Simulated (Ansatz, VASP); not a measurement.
CaC8: VASP beside Ansatz

```
Ca C
1.0
     4.99877    0.00000    0.00000
    -2.49939    4.32906    0.00000
     0.00000    0.00000    4.36610
Ca C
1 8
Cartesian
  0.0000 0.0000 2.1830
  1.2579 0.7262 0.0000
  0.0000 2.8860 0.0000
  3.7409 0.7262 0.0000
  2.4994 2.8766 0.0000
  0.0000 1.4525 0.0000
  -1.2415 3.6028 0.0000
  2.4994 1.4430 0.0000
  1.2415 3.6028 0.0000
```

Alike in both runs: functional PBE; dispersion D3(BJ); k mesh 12 × 12 × 10; occupations gaussian, width 0.1 eV; no spin polarisation.

Ansatz relaxed the structure, and its values are those at the end. VASP's run is a single point on that final structure, the one shown.

```csv
,VASP,Ansatz
version,VASP 6.6.1,Ansatz 0.2.0
potentials or method,"VASP PAW PBE potentials, release 64 (Ca_sv, C), cutoff 520 eV","scalar-relativistic, plane waves, PAW"
valence electrons in the cell,42,42
```

VASP gave:

| Item | Value |
| --- | --- |
| gap on the k mesh at the Fermi level (eV) | none |
| pressure (GPa) | 0.3 |
| rms of the force components (eV/Å) | 0.006 |

Q: Estimate Ansatz's values.

A: gap on the k mesh at the Fermi level (eV): none; pressure (GPa): 0.0; rms of the force components (eV/Å): 0.001.

A gap of «none» marks a metal or a gap that the smearing closes.
